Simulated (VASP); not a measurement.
# W: relaxation of cell and atoms with PBE

The system is W.

```
W
1.0
    -1.59256    1.59256    1.59256
     1.59256   -1.59256    1.59256
     1.59256    1.59256   -1.59256
W
1
Direct
  0.00000 0.00000 0.00000
```

```json
{"Program": "VASP 6.6.1", "Task": "relaxation of cell and atoms", "Functional": "PBE", "Potentials or basis": "VASP PAW PBE potentials, release 64 (W_sv)", "Cutoff": "500 eV", "k mesh": "18 × 18 × 18", "Occupations": "gaussian, width 0.1 eV", "Spin": "no spin polarisation", "Dipole correction": "no", "Further INCAR settings": "ALGO = Normal; EDIFF = 1e-07; IBRION = 2; EDIFFG = -0.002; NSW = 100; ISIF = 3"}
```

| Item | Value |
| --- | --- |
| Relaxed volume | 16.16 Å³/atom |
| Relaxed cell | a = 2.758 Å, b = 2.758 Å, c = 2.758 Å, α = 109.47°, β = 109.47°, γ = 109.47° |
| Space group after relaxing (to 0.1 Å) | Im-3m (No. 229) |
| Energy gained by relaxing | 0.0 meV/atom |
| Ionic steps | 3 |
| Pressure after relaxing | 0.0 GPa |
| Band gap on the k mesh | zero (bands 7 and 8 overlap by 6.23 eV) |

Final structure:
```yaml
crystal:
  lattice:
    - [-1.59262, 1.59262, 1.59262]
    - [1.59262, -1.59262, 1.59262]
    - [1.59262, 1.59262, -1.59262]
  atoms:
    - { symbol: W, position: [0.00000, 0.00000, 0.00000] }
```

Levels at points of the mesh, in eV from the Fermi level:
| k point | band 5 | band 6 | band 7 | band 8 | band 9 | band 10 |
| --- | --- | --- | --- | --- | --- | --- |
| (0.00, 0.00, 0.00) | -9.53 | -1.19 | -1.19 | -1.19 | 2.22 | 2.22 |
| (0.50, 0.00, 0.00) | -6.15 | -3.47 | 0.61 | 2.10 | 3.06 | 5.99 |
| (0.50, 0.50, 0.50) | -5.68 | -5.68 | 5.03 | 5.03 | 5.03 | 8.09 |

Run time: 21 s on 1 thread of Intel(R) Xeon(R) 6975P-C (Granite Rapids), on a shared host, peak memory 0.15 GiB.

Caveat: spin-orbit coupling is left out, which moves the levels of the heavy elements.
